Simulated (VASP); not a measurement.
# BaS in VASP: further runs

The runs below take BaS through single point, with PBEsol.

Program: VASP 6.6.1. These are calculated values, not measurements. Logs are shortened: lines on timing, memory, paths and dates and some standing lists are left out, and cuts for length are marked.

## 1. The cell of the first run

It takes space group Fm-3m (No. 225, cubic). Conventional cell: a = 6.567 Å, b = 6.567 Å, c = 6.567 Å, α = 90.00°, β = 90.00°, γ = 90.00°. Ba (site symmetry m-3m) has 6 S at 3.28 Å within 4.3 Å. S (site symmetry m-3m) has 6 Ba at 3.28 Å within 4.3 Å.

## 2. Single point, PBEsol (strained)

The input, INCAR:

```
SYSTEM = BaS
  PREC = Accurate
  ENCUT = 520
  EDIFF = 1E-6
  ISMEAR = 0
  SIGMA = 0.02
  LREAL = .False.
  LASPH = .True.
  NELM = 80
  ALGO = Normal
  ISIF = 2
  LWAVE = .False.
  LCHARG = .False.
  GGA = PS
  NBANDS = 15
```

The input, KPOINTS:

```
regular mesh
0
Gamma
  8 8 8
  0 0 0
```

The input, POSCAR:

```
BaS
1.0
    0.0000000000      3.2833666250      3.2833666250
    3.2833666250      0.0000000000      3.2833666250
    3.2833666250      3.2833666250      0.0000000000
Ba S
1 1
Direct
    0.0000000000      0.0000000000      0.0000000000
    0.5000000000      0.5000000000      0.5000000000
```

Potentials or basis: VASP PAW PBE potentials, release 64 (Ba_sv, S).

Run with:

```bash
cat potpaw_PBE.64/Ba_sv/POTCAR potpaw_PBE.64/S/POTCAR > POTCAR
mpirun -np 1 vasp_std > vasp.out
```

OUTCAR:

```text
SYSTEM = BaS
   PREC = Accurate
   ENCUT = 520
   EDIFF = 1E-6
   ISMEAR = 0
   LREAL = .False.
   LASPH = .True.
   NELM = 80
   ISIF = 2
   GGA = PS

 ion  position               nearest neighbor table
   1  0.000  0.000  0.000-   2 3.28   2 3.28   2 3.28   2 3.28   2 3.28   2 3.28
   2  0.500  0.500  0.500-   1 3.28   1 3.28   1 3.28   1 3.28   1 3.28   1 3.28

  LATTYP: Found a face centered cubic cell.
 ALAT       =     6.5667332500

  Lattice vectors:

 A1 = (   0.0000000000,   3.2833666250,   3.2833666250)
 A2 = (   3.2833666250,   0.0000000000,   3.2833666250)
 A3 = (   3.2833666250,   3.2833666250,   0.0000000000)

Analysis of symmetry for initial positions (statically):
=====================================================================
 Subroutine PRICEL returns:
 Original cell was already a primitive cell.

 Routine SETGRP: Setting up the symmetry group for a
 face centered cubic supercell.

 Subroutine GETGRP returns: Found 48 space group operations
 (whereof 48 operations were pure point group operations)
 out of a pool of 48 trial point group operations.

The static configuration has the point symmetry O_h .

Analysis of symmetry for dynamics (positions and initial velocities):
=====================================================================
 Subroutine PRICEL returns:
 Original cell was already a primitive cell.

 Routine SETGRP: Setting up the symmetry group for a
 face centered cubic supercell.

 Subroutine GETGRP returns: Found 48 space group operations
 (whereof 48 operations were pure point group operations)
 out of a pool of 48 trial point group operations.

The dynamic configuration has the point symmetry O_h .

 Subroutine INISYM returns: Found 48 space group operations
 (whereof 48 operations are pure point group operations),
 and found     1 'primitive' translations

----------------------------------------------------------------------------------------

                                     Primitive cell

  volume of cell :      70.7926

  direct lattice vectors                    reciprocal lattice vectors
     0.000000000  3.283366625  3.283366625    -0.152282720  0.152282720  0.152282720
     3.283366625  0.000000000  3.283366625     0.152282720 -0.152282720  0.152282720
     3.283366625  3.283366625  0.000000000     0.152282720  0.152282720 -0.152282720

  length of vectors
     4.643381611  4.643381611  4.643381611     0.263761408  0.263761408  0.263761408

  position of ions in fractional coordinates (direct lattice)
     0.000000000  0.000000000  0.000000000
     0.500000000  0.500000000  0.500000000

  ion indices of the primitive-cell ions
   primitive index   ion index
                 1           1
                 2           2

----------------------------------------------------------------------------------------

 KPOINTS: regular mesh

Automatic generation of k-mesh.
 Grid dimensions read from file:
 generate k-points for:    8    8    8

 Generating k-lattice:

  Cartesian coordinates                     Fractional coordinates (reciprocal lattice)
    -0.019035340  0.019035340  0.019035340     0.125000000  0.000000000  0.000000000
     0.019035340 -0.019035340  0.019035340     0.000000000  0.125000000  0.000000000
     0.019035340  0.019035340 -0.019035340     0.000000000  0.000000000  0.125000000

  Length of vectors
     0.032970176  0.032970176  0.032970176

  Shift w.r.t. Gamma in fractional coordinates (k-lattice)
     0.000000000  0.000000000  0.000000000

 Subroutine IBZKPT returns following result:
 ===========================================

 Found     29 irreducible k-points:

 Following reciprocal coordinates:
            Coordinates               Weight
  0.000000  0.000000  0.000000      1.000000
  0.125000  0.000000  0.000000      8.000000
  0.250000  0.000000  0.000000      8.000000
  0.375000  0.000000  0.000000      8.000000
  0.500000  0.000000  0.000000      4.000000
  0.125000  0.125000  0.000000      6.000000
[... 16 lines left out ...]
  0.500000  0.250000  0.125000     48.000000
 -0.375000  0.250000  0.125000     24.000000
 [... further k-points ...]
   k-points           NKPTS =     29   k-points in BZ     NKDIM =     29   number of bands    NBANDS=     15
   number of dos      NEDOS =    301   number of ions     NIONS =      2
   total plane-waves  NPLWV =  46656
   dimension x,y,z NGX =    36 NGY =   36 NGZ =   36
   dimension x,y,z NGXF=    72 NGYF=   72 NGZF=   72
   ions per type =               1   1
   NGX,Y,Z   is equivalent  to a cutoff of  12.89, 12.89, 12.89 a.u.
   NGXF,Y,Z  is equivalent  to a cutoff of  25.78, 25.78, 25.78 a.u.
 SYSTEM =  BaS
   PREC   = accura    normal or accurate (medium, high low for compatibility)
   ISTART =      0    job   : 0-new  1-cont  2-samecut
   ICHARG =      2    charge: 1-file 2-atom 10-const
   ISPIN  =      1    spin polarized calculation?
   LNONCOLLINEAR =      F non collinear calculations
   LSORBIT =      F    spin-orbit coupling
   LASPH  =      T    aspherical Exc in radial PAW
   ENCUT  =  520.0 eV  38.22 Ry    6.18 a.u.   8.63  8.63  8.63*2*pi/ulx,y,z
   NELM   =     80;   NELMIN=  2; NELMDL= -5     # of ELM steps
   EDIFF  = 0.1E-05   stopping-criterion for ELM
   LREAL  =      F    real-space projection
   EDIFFG = 0.1E-04   stopping-criterion for IOM
   NSW    =      0    number of steps for IOM
   IBRION =     -1    ionic relax: 0-MD 1-quasi-New 2-CG
   NFREE  =      0    steps in history (QN), initial steepest desc. (CG)
   ISIF   =      2    stress and relaxation
   ISYM   =      2    0-nonsym 1-usesym 2-fastsym
   POTIM  = 0.5000    time-step for ionic-motion
   TEBEG  =    0.0;   TEEND  =   0.0 temperature during run
   PSTRESS=    0.0 pullay stress
   NELECT =      16.0000    total number of electrons
   NUPDOWN=      -1.0000    fix difference up-down
   EMIN   =  10.00;   EMAX   =-10.00  energy-range for DOS
   EFERMI =   0.00;   METHOD = LEGACY
   ISMEAR =     0;   SIGMA  =   0.02  broadening in eV -4-tet -1-fermi 0-gaus
   EFERMI_NEDOS =   21; number of points for ismear=-14 and -15
   IALGO  =     38    algorithm
   IMIX   =      4    mixing-type and parameters
     AMIX     =   0.40;   BMIX     =  1.00
     AMIX_MAG =   1.60;   BMIX_MAG =  1.00
  volume/ion in A,a.u.               =      35.40       238.87
  Fermi-wavevector in a.u.,A,eV,Ry     =   0.997207  1.884449 13.529938  0.994422
  Thomas-Fermi vector in A             =   2.129348
   LORBIT       =      0    0 simple, 1 ext, 2 COOP (PROOUT), +10 PAW based schemes
   GGA     = PS    functional components
   LHFCALC =     F    Hartree Fock is set to
   AEXX    =    0.0000 exact exchange contribution
   IVDW    =     0    specifies the selected vdW correction
   LEPSILON=     F    determine dielectric tensor
   LRPA    =     F    only Hartree local field effects (RPA)
 non-spin polarized calculation
 Gauss-broadening in eV      SIGMA  =   0.02
  energy-cutoff  :      520.00
  volume of cell :       70.79
 maximum number of plane-waves:      1924
   NGX = 17   NGY = 17   NGZ = 17

 number of electron      15.9999998 magnetization

 Free energy of the ion-electron system (eV)
  ---------------------------------------------------
  ext. energy  EPLUGINS =         0.00000000
  ---------------------------------------------------
  free energy    TOTEN  =       -10.64319455 eV

  energy without entropy =      -10.64319455  energy(sigma->0) =      -10.64319455

 E-fermi :   1.0885     XC(G=0):  -8.4810

 val. band max:        0.9336906420   @ k =   0.0000   0.0000   0.0000
 cond. band min:       3.0462159665   @ k =   0.5000   0.5000   0.0000
 fundamental gap:      2.1125253245
 Fermi energy:         1.0885448921

 k-point     1 :       0.0000    0.0000    0.0000
  band No.  band energies     occupation
      1     -25.3734      2.00000
      2     -10.4201      2.00000
      3     -10.4201      2.00000
      4     -10.4201      2.00000
      5      -9.2952      2.00000
      6       0.9337      2.00000
      7       0.9337      2.00000
      8       0.9337      2.00000
      9       3.9631      0.00000
     10       4.6999      0.00000
     11       4.6999      0.00000
     12       4.6999      0.00000
     13       5.5654      0.00000
     14       5.5654      0.00000
     15       9.3019      0.00000

 k-point     2 :       0.1250    0.0000    0.0000
  band No.  band energies     occupation
      1     -25.3691      2.00000
      2     -10.6054      2.00000
      3     -10.4248      2.00000
      4     -10.4248      2.00000
      5      -9.0966      2.00000
      6       0.5370      2.00000
      7       0.7520      2.00000
      8       0.7520      2.00000
      9       4.4552      0.00000
     10       4.7800      0.00000
     11       4.9139      0.00000
     12       4.9139      0.00000
     13       5.9670      0.00000
     14       5.9670      0.00000
     15       9.8804      0.00000

 k-point     3 :       0.2500    0.0000    0.0000
  band No.  band energies     occupation
      1     -25.3586      2.00000
      2     -10.9230      2.00000
      3     -10.4361      2.00000
      4     -10.4361      2.00000
      5      -8.7460      2.00000
      6      -0.1585      2.00000
      7       0.3869      2.00000
      8       0.3869      2.00000
      9       4.8393      0.00000
     10       5.5099      0.00000
     11       5.5099      0.00000
     12       5.7185      0.00000
     13       6.9790      0.00000
     14       6.9790      0.00000
     15      10.9513      0.00000

 k-point     4 :       0.3750    0.0000    0.0000
  band No.  band energies     occupation
      1     -25.3480      2.00000
      2     -11.1622      2.00000
      3     -10.4472      2.00000
      4     -10.4472      2.00000
      5      -8.4716      2.00000
      6      -0.6906      2.00000
      7       0.0880      2.00000
      8       0.0880      2.00000
      9       5.3854      0.00000
     10       6.3493      0.00000
     11       6.3493      0.00000
     12       6.5142      0.00000
     13       8.2317      0.00000
     14       8.2317      0.00000
     15      10.4955      0.00000
[... 307 lines left out ...]
 k-point    22 :       0.3750    0.2500    0.1250
  band No.  band energies     occupation
      1     -25.3509      2.00000
      2     -10.9419      2.00000
      3     -10.5200      2.00000
      4     -10.4583      2.00000
      5      -8.7309      2.00000
      6      -0.3623      2.00000
      7       0.3143      2.00000
      8       0.6315      2.00000
      9       4.2277      0.00000
     10       5.5330      0.00000
     11       6.1804      0.00000
     12       6.6614      0.00000
     13       6.7985      0.00000
     14       8.5028      0.00000
     15      10.5739      0.00000

 k-point    23 :       0.5000    0.2500    0.1250
  band No.  band energies     occupation
      1     -25.3425      2.00000
      2     -11.0430      2.00000
      3     -10.5589      2.00000
      4     -10.4822      2.00000
      5      -8.6355      2.00000
      6      -0.4459      2.00000
      7       0.1117      2.00000
      8       0.4043      2.00000
      9       4.6646      0.00000
     10       6.1094      0.00000
     11       6.7466      0.00000
     12       6.8743      0.00000
     13       7.9401      0.00000
     14       9.0875      0.00000
     15       9.6116      0.00000

 k-point    24 :      -0.3750    0.2500    0.1250
  band No.  band energies     occupation
      1     -25.3390      2.00000
      2     -11.0830      2.00000
      3     -10.5667      2.00000
      4     -10.4996      2.00000
      5      -8.5993      2.00000
      6      -0.4704      2.00000
      7       0.1446      2.00000
      8       0.1865      2.00000
      9       5.3849      0.00000
     10       5.5591      0.00000
     11       7.2041      0.00000
     12       7.2956      0.00000
     13       8.2602      0.00000
     14       9.1667      0.00000
     15       9.6181      0.00000

 [... further k-points ...]
[... 5 lines left out ...]
  --------------------------------------------------------------------------------------
  -------------------------------------------------------------------------------------
  Total       -1.5543724     -1.5543724     -1.5543724      0.0000000     -0.0000000      0.0000000
  in kB      -35.1785162    -35.1785162    -35.1785162      0.0000000     -0.0000000      0.0000000
  external PRESSURE =     -35.1785162 kB  Pullay stress =       0.0000000 kB

 VOLUME and BASIS-vectors are now :
 -----------------------------------------------------------------------------
  energy-cutoff  :      520.00
  volume of cell :       70.79
      direct lattice vectors                 reciprocal lattice vectors
     0.000000000  3.283366625  3.283366625    -0.152282720  0.152282720  0.152282720
     3.283366625  0.000000000  3.283366625     0.152282720 -0.152282720  0.152282720
     3.283366625  3.283366625  0.000000000     0.152282720  0.152282720 -0.152282720

 POSITION                                       TOTAL-FORCE (eV/Angst)
 -----------------------------------------------------------------------------------
      0.00000      0.00000      0.00000         0.000000      0.000000      0.000000
      3.28337      3.28337      3.28337        -0.000000     -0.000000     -0.000000
 -----------------------------------------------------------------------------------
    total drift:                                0.000000      0.000000      0.000000

  FREE ENERGIE OF THE ION-ELECTRON SYSTEM (eV)
  ---------------------------------------------------
  free  energy   TOTEN  =       -10.6431945542 eV

  energy  without entropy=      -10.6431945542  energy(sigma->0) =      -10.64319455
```

It took 12 s on 1 thread of Intel Xeon 6975P-C (Granite Rapids), shared host; peak memory 0.21 GiB.

Results:

* Free energy: -10.6432 eV
* Pressure: -3.5 GPa
* Band gap on the k mesh: 2.11 eV (least direct gap 2.29 eV)

Caveat: the cell differs from its parent crystal (strained); the cell stands under tension; the PAW data sets were made with another functional, which shifts forces and pressure a little; spin-orbit coupling is left out, which moves the levels of the heavy elements. A k mesh can miss the band edges.

## 3. Single point, PBEsol (one atom moved)

The input, INCAR:

```
SYSTEM = BaS
PREC = Accurate
ENCUT = 520
EDIFF = 1E-6
ISMEAR = 0
SIGMA = 0.02
LREAL = .FALSE.
LASPH = .TRUE.
NELM = 100
ALGO = Normal
ISIF = 2
LWAVE = .FALSE.
LCHARG = .TRUE.
GGA = PS
LELF = .TRUE.
LVHAR = .TRUE.
NBANDS = 15
```

The input, KPOINTS:

```
Automatic mesh
0
G
  8 8 8
  0 0 0
```

The input, POSCAR:

```
BaS
1.0
    0.0000000000      3.1937500000      3.1937500000
    3.1937500000      0.0000000000      3.1937500000
    3.1937500000      3.1937500000      0.0000000000
Ba S
1 1
Direct
    0.0000000000      0.0000000000      0.0000000000
    0.5030841487      0.4997964775      0.5183138943
```

Potentials or basis: VASP PAW PBE potentials, release 64 (Ba_sv, S).

Run with:

```bash
cat potpaw_PBE.64/Ba_sv/POTCAR potpaw_PBE.64/S/POTCAR > POTCAR
mpirun -np 1 vasp_std > vasp.out
```

Run time: 5.9 min. Hardware: 1 thread of Intel Xeon Platinum 8175M at 2.50GHz (Skylake/Cascade Lake), shared host; peak memory 0.4 GiB.

It converged, with:

| Item | Value |
| --- | --- |
| Free energy | -10.7101 eV |
| Pressure | -0.4 GPa |
| Largest force | 0.178 eV/Å |
| Band gap on the k mesh | 2.01 eV (least direct gap 2.14 eV) |

Forces in eV/Å, atoms in the order of the input:
```
Ba   0.114  0.136  0.018
S   -0.114 -0.136 -0.018
```

Stress tensor (GPa, compression positive):
```
-0.42 -0.03  0.00
-0.03 -0.36 -0.01
 0.00 -0.01 -0.57
```

Levels at points of the mesh, in eV from the valence-band top:
```csv
k point,band 6,band 7,band 8,band 9,band 10,band 11
"(0.00, 0.00, 0.00)",0.00,0.00,0.00,3.42,3.80,3.82
"(0.50, 0.00, 0.00)",-1.98,-1.09,-1.08,5.46,5.51,6.27
"(0.00, 0.50, 0.00)",-1.98,-1.09,-1.08,5.47,5.51,6.27
"(0.00, 0.00, 0.50)",-1.98,-1.10,-1.09,5.41,5.60,6.27
"(0.50, 0.50, 0.50)",-1.98,-1.10,-1.10,5.40,5.62,6.27
"(0.50, 0.50, 0.00)",-0.53,-0.16,-0.13,2.03,5.92,5.93
"(0.00, 0.50, 0.50)",-0.53,-0.15,-0.13,2.02,5.92,5.93
"(0.50, 0.00, 0.50)",-0.52,-0.14,-0.13,2.01,5.92,5.93
```

Caveat: the cell differs from its parent crystal (one atom moved); the PAW data sets were made with another functional, which shifts forces and pressure a little; spin-orbit coupling is left out, which moves the levels of the heavy elements.
